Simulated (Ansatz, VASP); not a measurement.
**Na: VASP beside Ansatz**

```
Na
1.0
     0.00000   -4.28973    4.03609
    -4.28973    0.00000   -4.03609
     4.28973    0.00000   -4.03609
Na
4
Direct
  0.50000 0.75000 0.25000
  0.00000 0.50000 0.50000
  0.50000 0.25000 0.75000
  0.00000 0.00000 0.00000
```

Alike in both runs: functional PBE; k mesh 8 × 8 × 8; occupations gaussian, width 0.1 eV; no spin polarisation.

Ansatz relaxed the structure, and its values are those at the end. VASP's run is a single point on that final structure, the one shown.

```csv
,VASP,Ansatz
version,VASP 6.6.1,Ansatz 0.2.0
potentials or method,"VASP PAW PBE potentials, release 64 (Na_pv), cutoff 520 eV","scalar-relativistic, plane waves, PAW"
valence electrons in the cell,28,36
```

```tsv
	VASP	Ansatz	Ansatz less VASP
gap on the k mesh at the Fermi level (eV)	none	none	-
pressure (GPa)	0.0	0.0	+0.01
```

A gap of «none» marks a metal or a gap that the smearing closes. VASP's potentials hold 28 valence electrons a cell and Ansatz's 36, so a difference there can come from the potentials and not from the codes.
